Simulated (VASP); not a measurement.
# Ge (I4_1/amd) in VASP: a series of runs

Runs on Ge. Level: r2SCAN. Tasks: single point.

Program: VASP 6.6.1. These are calculated values, not measurements. Logs are shortened: lines on timing, memory, paths and dates and some standing lists are left out, and cuts for length are marked.

## (1) The cell of the first run

The structure is tetragonal, space group I4_1/amd (No. 141). Conventional cell: a = 5.436 Å, b = 5.436 Å, c = 2.508 Å, α = 90.00°, β = 90.00°, γ = 90.00°. Within 3.4 Å of Ge (site symmetry -4m2) lie 10 Ge at 2.51 to 3.31 Å.

## (2) Single point, r2SCAN

File POSCAR:

```
Ge
1.0
   -2.7178043324      2.7178043324      1.2539222789
    2.7178043324     -2.7178043324      1.2539222789
    2.7178043324      2.7178043324     -1.2539222789
Ge
2
Direct
    0.2500000000      0.7500000000      0.5000000000
    0.5000000000      0.5000000000      0.0000000000
```

File INCAR.step1:

```
SYSTEM = Ge
PREC     = Accurate       ! precision mode
ENCUT    = 520            ! plane-wave cutoff, eV
ISMEAR   = 0              ! smearing method
SIGMA    = 0.15           ! smearing width, eV
LREAL    = .FALSE.        ! projectors in reciprocal space
LASPH    = .TRUE.         ! aspherical terms in the spheres
NELM     = 60             ! most SCF steps
NBANDS   = 21             ! bands
GGA      = PE             ! functional
ALGO     = Normal         ! electronic algorithm
EDIFF    = 1E-4           ! SCF threshold, eV
LWAVE    = .TRUE.         ! write WAVECAR
LCHARG   = .FALSE.        ! write CHGCAR
```

File INCAR.step2:

```
SYSTEM = Ge
PREC     = Accurate       ! precision mode
ENCUT    = 520            ! plane-wave cutoff, eV
EDIFF    = 1E-6           ! SCF threshold, eV
ISMEAR   = 0              ! smearing method
SIGMA    = 0.15           ! smearing width, eV
LREAL    = .FALSE.        ! projectors in reciprocal space
LASPH    = .TRUE.         ! aspherical terms in the spheres
NELM     = 60             ! most SCF steps
ALGO     = Normal         ! electronic algorithm
ISIF     = 2              ! what is computed and relaxed
LWAVE    = .FALSE.        ! write WAVECAR
LCHARG   = .FALSE.        ! write CHGCAR
METAGGA  = R2SCAN         ! meta-GGA
LMIXTAU  = .TRUE.       
NBANDS   = 21             ! bands
ISTART   = 1
```

File KPOINTS:

```
regular mesh
0
G
  22 22 22
  0 0 0
```

Potentials or basis: VASP PAW PBE potentials, release 64 (Ge_d).

Started as:

```sh
cat potpaw_PBE.64/Ge_d/POTCAR > POTCAR
cp INCAR.step1 INCAR
mpirun -np 1 vasp_std > vasp.out
cp INCAR.step2 INCAR
mpirun -np 1 vasp_std > vasp.out
```

OUTCAR:

```text
SYSTEM = Ge
   PREC = Accurate
   ENCUT = 520
   EDIFF = 1E-6
   ISMEAR = 0
   LREAL = .FALSE.
   LASPH = .TRUE.
   NELM = 60
   ISIF = 2
   METAGGA = R2SCAN
   ISTART = 1

 ion  position               nearest neighbor table
   1  0.250  0.750  0.500-   2 2.79   2 2.79   2 2.79   2 2.79
   2  0.500  0.500  0.000-   1 2.79   1 2.79   1 2.79   1 2.79

  LATTYP: Found a body centered tetragonal cell.
 ALAT       =     5.4356086648
 C/A-ratio  =     0.4613732725

  Lattice vectors:

 A1 = (  -2.7178043324,   2.7178043324,   1.2539222789)
 A2 = (   2.7178043324,  -2.7178043324,   1.2539222789)
 A3 = (   2.7178043324,   2.7178043324,  -1.2539222789)

Analysis of symmetry for initial positions (statically):
=====================================================================
 Subroutine PRICEL returns:
 Original cell was already a primitive cell.

 Routine SETGRP: Setting up the symmetry group for a
 body centered tetragonal supercell.

 Subroutine GETGRP returns: Found 16 space group operations
 (whereof  8 operations were pure point group operations)
 out of a pool of 16 trial point group operations.

The static configuration has the point symmetry D_2d.
 The point group associated with its full space group is D_4h.

Analysis of symmetry for dynamics (positions and initial velocities):
=====================================================================
 Subroutine PRICEL returns:
 Original cell was already a primitive cell.

 Routine SETGRP: Setting up the symmetry group for a
 body centered tetragonal supercell.

 Subroutine GETGRP returns: Found 16 space group operations
 (whereof  8 operations were pure point group operations)
 out of a pool of 16 trial point group operations.

The dynamic configuration has the point symmetry D_2d.
 The point group associated with its full space group is D_4h.

 Subroutine INISYM returns: Found 16 space group operations
 (whereof  8 operations are pure point group operations),
 and found     1 'primitive' translations

----------------------------------------------------------------------------------------

                                     Primitive cell

  volume of cell :      37.0482

  direct lattice vectors                    reciprocal lattice vectors
    -2.717804332  2.717804332  1.253922279     0.000000000  0.183972037  0.398748797
     2.717804332 -2.717804332  1.253922279     0.183972037  0.000000000  0.398748797
     2.717804332  2.717804332 -1.253922279     0.183972037  0.183972037  0.000000000

  length of vectors
     4.042924914  4.042924914  4.042924914     0.439142703  0.439142703  0.260175750

  position of ions in fractional coordinates (direct lattice)
     0.250000000  0.750000000  0.500000000
     0.500000000  0.500000000  0.000000000

  ion indices of the primitive-cell ions
   primitive index   ion index
                 1           1
                 2           2

----------------------------------------------------------------------------------------

 KPOINTS: regular mesh

Automatic generation of k-mesh.
 Grid dimensions read from file:
 generate k-points for:   22   22   22

 Generating k-lattice:

  Cartesian coordinates                     Fractional coordinates (reciprocal lattice)
     0.000000000  0.008362365  0.018124945     0.045454545  0.000000000  0.000000000
     0.008362365  0.000000000  0.018124945     0.000000000  0.045454545  0.000000000
     0.008362365  0.008362365  0.000000000     0.000000000  0.000000000  0.045454545

  Length of vectors
     0.019961032  0.019961032  0.011826170

  Shift w.r.t. Gamma in fractional coordinates (k-lattice)
     0.000000000  0.000000000  0.000000000

 Subroutine IBZKPT returns following result:
 ===========================================

 Found    834 irreducible k-points:

 Following reciprocal coordinates:
            Coordinates               Weight
  0.000000  0.000000  0.000000      1.000000
  0.045455  0.000000  0.000000      8.000000
  0.090909  0.000000  0.000000      8.000000
  0.136364  0.000000 -0.000000      8.000000
  0.181818 -0.000000  0.000000      8.000000
  0.227273  0.000000 -0.000000      8.000000
[... 16 lines left out ...]
  0.500000  0.045455  0.000000     16.000000
 -0.454545  0.045455  0.000000     16.000000
 [... further k-points ...]
   k-points           NKPTS =    834   k-points in BZ     NKDIM =    834   number of bands    NBANDS=     21
   number of dos      NEDOS =    301   number of ions     NIONS =      2
   total plane-waves  NPLWV =  27000
   dimension x,y,z NGX =    30 NGY =   30 NGZ =   30
   dimension x,y,z NGXF=    60 NGYF=   60 NGZF=   60
   ions per type =               2
   NGX,Y,Z   is equivalent  to a cutoff of  12.34, 12.34, 12.34 a.u.
   NGXF,Y,Z  is equivalent  to a cutoff of  24.67, 24.67, 24.67 a.u.
 SYSTEM =  Ge
   PREC   = accura    normal or accurate (medium, high low for compatibility)
   ISTART =      1    job   : 0-new  1-cont  2-samecut
   ICHARG =      0    charge: 1-file 2-atom 10-const
   ISPIN  =      1    spin polarized calculation?
   LNONCOLLINEAR =      F non collinear calculations
   LSORBIT =      F    spin-orbit coupling
   LASPH  =      T    aspherical Exc in radial PAW
   ENCUT  =  520.0 eV  38.22 Ry    6.18 a.u.   7.52  7.52  7.52*2*pi/ulx,y,z
   NELM   =     60;   NELMIN=  2; NELMDL=  0     # of ELM steps
   EDIFF  = 0.1E-05   stopping-criterion for ELM
   LREAL  =      F    real-space projection
[... 7 lines left out ...]
   TEBEG  =    0.0;   TEEND  =   0.0 temperature during run
   PSTRESS=    0.0 pullay stress
   NELECT =      28.0000    total number of electrons
   NUPDOWN=      -1.0000    fix difference up-down
   EMIN   =  10.00;   EMAX   =-10.00  energy-range for DOS
   EFERMI =   0.00;   METHOD = LEGACY
   ISMEAR =     0;   SIGMA  =   0.15  broadening in eV -4-tet -1-fermi 0-gaus
   EFERMI_NEDOS =   21; number of points for ismear=-14 and -15
   IALGO  =     38    algorithm
   IMIX   =      4    mixing-type and parameters
     AMIX     =   0.40;   BMIX     =  1.00
     AMIX_MAG =   1.60;   BMIX_MAG =  1.00
  volume/ion in A,a.u.               =      18.52       125.01
  Fermi-wavevector in a.u.,A,eV,Ry     =   1.491209  2.817976 30.255333  2.223704
  Thomas-Fermi vector in A             =   2.603893
   LORBIT       =      0    0 simple, 1 ext, 2 COOP (PROOUT), +10 PAW based schemes
   METAGGA = R2SCAN    functional components
   LHFCALC =     F    Hartree Fock is set to
   AEXX    =    0.0000 exact exchange contribution
   IVDW    =     0    specifies the selected vdW correction
   LEPSILON=     F    determine dielectric tensor
   LRPA    =     F    only Hartree local field effects (RPA)
 non-spin polarized calculation
 Gauss-broadening in eV      SIGMA  =   0.15
  energy-cutoff  :      520.00
  volume of cell :       37.05
 maximum number of plane-waves:      1013
   NGX = 15   NGY = 15   NGZ = 15

 number of electron      28.0000005 magnetization

 Free energy of the ion-electron system (eV)
  ---------------------------------------------------
  ext. energy  EPLUGINS =         0.00000000
  ---------------------------------------------------
  free energy    TOTEN  =       -26.78816838 eV

  energy without entropy =      -26.77801825  energy(sigma->0) =      -26.78309331

 E-fermi :   6.6621     XC(G=0): -12.3540

 val. band max:        6.6590062504   @ k =  -0.3636   0.4091   0.0455
 cond. band min:       6.6626638825   @ k =  -0.3182   0.1364   0.0000
 fundamental gap:      0.0036576321
 Fermi energy:         6.6621007401

 k-point     1 :       0.0000    0.0000    0.0000
  band No.  band energies     occupation
      1     -18.9329      2.00000
      2     -18.9108      2.00000
      3     -18.8184      2.00000
      4     -18.7510      2.00000
      5     -18.6164      2.00000
      6     -18.5991      2.00000
[... 13 lines left out ...]
     20      19.3148      0.00000
     21      19.5245      0.00000

 k-point     2 :       0.0455    0.0000    0.0000
  band No.  band energies     occupation
      1     -18.9249      2.00000
      2     -18.9026      2.00000
      3     -18.8167      2.00000
      4     -18.7498      2.00000
      5     -18.6166      2.00000
      6     -18.6051      2.00000
[... 13 lines left out ...]
     20      18.7628      0.00000
     21      19.1470      0.00000

 k-point     3 :       0.0909    0.0000    0.0000
  band No.  band energies     occupation
      1     -18.9016      2.00000
      2     -18.8790      2.00000
      3     -18.8112      2.00000
      4     -18.7463      2.00000
      5     -18.6184      2.00000
      6     -18.6175      2.00000
[... 13 lines left out ...]
     20      17.5432      0.00000
     21      19.3137      0.00000

 k-point     4 :       0.1364    0.0000   -0.0000
  band No.  band energies     occupation
      1     -18.8651      2.00000
      2     -18.8436      2.00000
      3     -18.8011      2.00000
      4     -18.7406      2.00000
      5     -18.6363      2.00000
      6     -18.6344      2.00000
[... 13 lines left out ...]
     20      17.6642      0.00000
     21      19.8895      0.00000

 k-point     5 :       0.1818   -0.0000    0.0000
  band No.  band energies     occupation
      1     -18.8191      2.00000
      2     -18.8097      2.00000
      3     -18.7767      2.00000
      4     -18.7335      2.00000
      5     -18.6587      2.00000
      6     -18.6539      2.00000
[... 13 lines left out ...]
     20      18.0031      0.00000
     21      18.9250      0.00000
[... 382 lines left out ...]
     20      17.9616      0.00000
     21      18.9727      0.00000

 k-point    22 :       0.4545    0.0455    0.0000
  band No.  band energies     occupation
      1     -18.7931      2.00000
      2     -18.7865      2.00000
      3     -18.7716      2.00000
      4     -18.7328      2.00000
      5     -18.7094      2.00000
      6     -18.6815      2.00000
[... 13 lines left out ...]
     20      17.8655      0.00000
     21      19.0526      0.00000

 k-point    23 :       0.5000    0.0455    0.0000
  band No.  band energies     occupation
      1     -18.7900      2.00000
      2     -18.7829      2.00000
      3     -18.7703      2.00000
      4     -18.7300      2.00000
      5     -18.7089      2.00000
      6     -18.6817      2.00000
[... 13 lines left out ...]
     20      18.0347      0.00000
     21      18.8191      0.00000

 k-point    24 :      -0.4545    0.0455    0.0000
  band No.  band energies     occupation
      1     -18.7846      2.00000
      2     -18.7735      2.00000
      3     -18.7598      2.00000
      4     -18.7218      2.00000
      5     -18.7115      2.00000
      6     -18.6853      2.00000
[... 13 lines left out ...]
     20      17.6287      0.00000
     21      18.5175      0.00000

 [... further k-points ...]
[... 5 lines left out ...]
  --------------------------------------------------------------------------------------
  -------------------------------------------------------------------------------------
  Total       -0.7146373     -0.7146373      3.8613889      0.0000000      0.0000000      0.0000000
  in kB      -30.9050382    -30.9050382    166.9887207      0.0000000      0.0000000      0.0000000
  external PRESSURE =      35.0595481 kB  Pullay stress =       0.0000000 kB

 VOLUME and BASIS-vectors are now :
 -----------------------------------------------------------------------------
  energy-cutoff  :      520.00
  volume of cell :       37.05
      direct lattice vectors                 reciprocal lattice vectors
    -2.717804332  2.717804332  1.253922279     0.000000000  0.183972037  0.398748797
     2.717804332 -2.717804332  1.253922279     0.183972037  0.000000000  0.398748797
     2.717804332  2.717804332 -1.253922279     0.183972037  0.183972037  0.000000000

 POSITION                                       TOTAL-FORCE (eV/Angst)
 -----------------------------------------------------------------------------------
      2.71780      0.00000      0.62696         0.000000     -0.000000     -0.000000
      0.00000      0.00000      1.25392        -0.000000      0.000000      0.000000
 -----------------------------------------------------------------------------------
    total drift:                                0.000000     -0.000000      0.000000

  FREE ENERGIE OF THE ION-ELECTRON SYSTEM (eV)
  ---------------------------------------------------
  free  energy   TOTEN  =       -26.7881683784 eV

  energy  without entropy=      -26.7780182464  energy(sigma->0) =      -26.78309331
```

Wall time 17 min (1 thread of Intel Xeon 6975P-C (Granite Rapids), shared host); peak memory 0.58 GiB.

What came out:

* Free energy: -26.7882 eV
* Pressure: 3.5 GPa
* Band gap on the k mesh: zero (bands 14 and 15 overlap by 4.35 eV)

Stress tensor (GPa, compression positive):
```
-3.09  0.00  0.00
 0.00 -3.09  0.00
 0.00  0.00 16.70
```

Caveat: the stress differs along the axes, from -3 to 17 GPa; the PAW data sets were made with another functional, which shifts forces and pressure a little.

(Continued in part 2 of 2.)
